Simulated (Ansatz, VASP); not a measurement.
This is a calculation of CrN2 for VASP 6.6.1.

Contents of INCAR:

```
PREC     = Accurate       # precision mode
ENCUT    = 520            # plane-wave cutoff, eV
EDIFF    = 1E-6           # SCF threshold, eV
ISMEAR   = -1             # smearing method
SIGMA    = 0.05           # smearing width, eV
LREAL    = F              # projectors in reciprocal space
LASPH    = T              # aspherical terms in the spheres
NELM     = 150            # most SCF steps
ALGO     = Normal         # electronic algorithm
ISIF     = 2              # what is computed and relaxed
LWAVE    = F              # write WAVECAR
LCHARG   = T              # write CHGCAR
ISPIN    = 2              # spin polarisation
MAGMOM   = 2.25 2.25 0 0 0 0 # initial moments
LORBIT   = 11             # projections on sites
NUPDOWN  = 4.5            # fixed moment
LMAXMIX  = 4              # l up to which the mixer works
GGA      = PS             # functional
LELF     = T              # ELF
LVHAR    = T            
NBANDS   = 35             # bands
```

KPOINTS

```
Automatic mesh
0
Gamma
  6 5 8
```

POSCAR

```
CrN2
1.0
    3.9017860000      0.0000000000      0.0000000000
    0.0000000000      4.8095120000      0.0000000000
    0.0000000000      0.0000000000      2.7841700000
Cr N
2 4
Direct
    0.0000000000      0.0000000000      0.0000000000
    0.5000000000      0.5000000000      0.5000000000
    0.8661700000      0.5887750000      0.0000000000
    0.1338300000      0.4112250000      0.0000000000
    0.3661700000      0.9112250000      0.5000000000
    0.6338300000      0.0887750000      0.5000000000
```

Potentials or basis: VASP PAW PBE potentials, release 64 (Cr_pv, N).

Command:

```console
$ cat potpaw_PBE.64/Cr_pv/POTCAR potpaw_PBE.64/N/POTCAR > POTCAR
$ mpirun -np 1 vasp_std > vasp.out
```

Task: Translate it to Ansatz 0.2.0. Potentials there: Ansatz PAW.

Result: As run (the cutoff follows the program's own potentials):

Contents of input.yaml:

```yaml
crystal:
  lattice:
    - [3.901786, 0.0, 0.0]
    - [0.0, 4.809512, 0.0]
    - [0.0, 0.0, 2.78417]
  atoms:
    - { symbol: Cr, position: [0.0, 0.0, 0.0], spin: 2.25 }
    - { symbol: Cr, position: [0.5, 0.5, 0.5], spin: 2.25 }
    - { symbol: "N", position: [0.86617, 0.588775, 0.0] }
    - { symbol: "N", position: [0.13383, 0.411225, 0.0] }
    - { symbol: "N", position: [0.36617, 0.911225, 0.5] }
    - { symbol: "N", position: [0.63383, 0.088775, 0.5] }
hamiltonian:
  xc: pbesol
  pseudopotentials: { kind: paw }
magnetization:
  spin_polarized: true
  initial_magnetization: 4.5
  spin_locking: { lock_magnetization: hard }
kpoints:
  mp_grid: { grid: [6, 5, 8] }
scf:
  occupations: { method: fermi_dirac, width: 0.05 }
  lower_state_search: "off"
output:
  forces: true
  stress: true
  eigenvalues: true
```

Potentials or basis: Ansatz PAW.

The run is started by

```bash
$ ansatz run input.yaml --threads 2 --pin off --max-ram 5632MiB --backend cpu --events-out ev --progress --plain --runs-dir out
```

Both were run:

|  | VASP | Ansatz | Ansatz less VASP |
| --- | --- | --- | --- |
| pressure (GPa) | -8.8 | -9.1 | -0.28 |
| traceless stress, the component that is largest in VASP (GPa) | 1.16 | 1.44 | +0.284 |
| rms of the force components (eV/Å) | 0.020 | 0.029 | +0.0087 |
| net moment per atom (μB) | 0.75 | 0.75 | 0.000 |
| size of the moment on the site where the two differ most (μB) | 2.28 | 1.94 | -0.338 |

VASP's potentials were made for PBE, not for PBEsol. Site moments also hang on the region over which each program counts them. Atom by atom the forces differ by 0.034 eV/Å (rms over components). VASP's potentials hold 44 valence electrons a cell and Ansatz's 48, so a difference there can come from the potentials and not from the codes.
